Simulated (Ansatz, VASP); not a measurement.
Ti in VASP and in Ansatz

```
CELL_PARAMETERS angstrom
-1.56499 1.56499 1.68537
1.56499 -1.56499 1.68537
1.56499 1.56499 -1.68537
ATOMIC_POSITIONS crystal
Ti 0.00000 0.00000 0.00000
```

Change from the starting cell: strain -0.025 along x and y, +0.050 along z, atoms carried along.

Alike in both runs: task single point; functional PBEsol; k mesh 26 × 26 × 26; occupations gaussian, width 0.15 eV; no spin polarisation.

|  | VASP | Ansatz |
| --- | --- | --- |
| version | VASP 6.6.1 | Ansatz 0.2.0 |
| potentials or method | VASP PAW PBE potentials, release 64 (Ti_sv), cutoff 520 eV | scalar-relativistic, plane waves, PAW |
| valence electrons in the cell | 12 | 12 |

VASP gave:

| Quantity | Value |
| --- | --- |
| gap on the k mesh at the Fermi level (eV) | none |
| pressure (GPa) | 0.1 |
| traceless stress, the component that is largest in VASP (GPa) | 0.81 |

Which values does Ansatz return?

gap on the k mesh at the Fermi level (eV): none; pressure (GPa): 0.4; traceless stress, the component that is largest in VASP (GPa): 0.81.

VASP's potentials were made for PBE, not for PBEsol. A gap of «none» marks a metal or a gap that the smearing closes. With one functional, cell and mesh, what is left measures potentials, basis and numerics.
